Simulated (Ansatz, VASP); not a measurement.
**Ge: VASP beside Ansatz**

The input INCAR:

```
SYSTEM = Ge
PREC = Accurate
ENCUT = 520
EDIFF = 1E-6
ISMEAR = 0
SIGMA = 0.15
LREAL = .False.
LASPH = .True.
NELM = 80
ALGO = Normal
ISIF = 2
LWAVE = .False.
LCHARG = .False.
GGA = PS
NBANDS = 21
```

Contents of KPOINTS:

```
Automatic mesh
0
Gamma
  16 16 16
  0 0 0
```

POSCAR

```
Ge
1.0
   -0.1352415384      2.7627914273      2.7627914273
    2.7627914273     -0.1352415384      2.7627914273
    2.7627914273      2.7627914273     -0.1352415384
Ge
2
Direct
    0.5000000000      0.5000000000      0.5000000000
    0.7500000000      0.7500000000      0.7500000000
```

Input for Ansatz:

```yaml
crystal:
  lattice:
    - [-0.1352415384, 2.7627914273, 2.7627914273]
    - [2.7627914273, -0.1352415384, 2.7627914273]
    - [2.7627914273, 2.7627914273, -0.1352415384]
  atoms:
    - { symbol: Ge, position: [0.5, 0.5, 0.5] }
    - { symbol: Ge, position: [0.75, 0.75, 0.75] }
basis:
  ecutwfc: 420
kpoints:
  mp_grid: { grid: [16, 16, 16] }
hamiltonian:
  xc: pbesol
scf:
  occupations: { method: gaussian, width: 0.15 }
output:
  forces: true
  stress: true
  eigenvalues: true
```

Alike in both runs: task single point; functional PBEsol; k mesh 16 × 16 × 16; occupations gaussian, width 0.15 eV; no spin polarisation.

```csv
,VASP,Ansatz
version,VASP 6.6.1,Ansatz 0.2.0
potentials or method,"VASP PAW PBE potentials, release 64 (Ge_d), cutoff 520 eV","scalar-relativistic, plane waves, PAW"
valence electrons in the cell,28,28
```

```tsv
	VASP	Ansatz	Ansatz less VASP
gap on the k mesh at the Fermi level (eV)	none	none	-
pressure (GPa)	1.1	1.4	+0.24
traceless stress, the component that is largest in VASP (GPa)	4.43	4.44	+0.010
rms of the force components (eV/Å)	0.536	0.540	+0.0042
```

VASP's potentials were made for PBE, not for PBEsol. Atom by atom the forces differ by 0.004 eV/Å (rms over components). A gap of «none» marks a metal or a gap that the smearing closes. The functional is the same, so the differences come from potentials, cutoffs and numerics.
